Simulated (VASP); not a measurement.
Tl3Te2:

```
CELL_PARAMETERS angstrom
5.87583 0.00000 0.00000
0.00000 5.87583 0.00000
0.00000 0.00000 5.87583
ATOMIC_POSITIONS crystal
Tl 0.50000 0.00000 0.00000
Tl 0.00000 0.50000 0.00000
Tl 0.00000 0.00000 0.50000
Te 0.50000 0.50000 0.50000
Te 0.00000 0.00000 0.00000
```

The cell was built from a structure type or drawn by symmetry, and may not be a known phase.

| Property | Result |
| --- | --- |
| Program | VASP 6.6.1 |
| Task | relaxation of cell and atoms |
| Functional | PBE |
| Potentials or basis | VASP PAW PBE potentials, release 64 (Tl_d, Te) |
| Cutoff | 600 eV |
| k mesh | 4 × 4 × 4 |
| Occupations | gaussian, width 0.1 eV |
| Spin | no spin polarisation |

At the start: pressure 1.7 GPa; volume 40.57 Å³/atom.

How do energy, volume and symmetry change on relaxing?

Over 3 steps the energy falls by 16.8 meV/atom and the volume is 44.13 Å³/atom (+8.8 %); space group Pm-3m (No. 221, to 0.1 Å) before and after.

The path:
| step | energy change (eV) | largest force (eV/Å) | pressure (GPa) | volume (Å³) |
| --- | --- | --- | --- | --- |
| 1 | 0.0000 | 0.0000 | 1.66 | 202.87 |
| 2 | -0.0765 | 0.0000 | 0.38 | 215.43 |
| 3 | -0.0838 | 0.0000 | 0.09 | 220.63 |

Final structure:
```
Tl Te
1.0
     6.04256    0.00000    0.00000
     0.00000    6.04256    0.00000
     0.00000    0.00000    6.04256
Tl Te
3 2
Direct
  0.50000 0.00000 0.00000
  0.00000 0.50000 0.00000
  0.00000 0.00000 0.50000
  0.50000 0.50000 0.50000
  0.00000 0.00000 0.00000
```
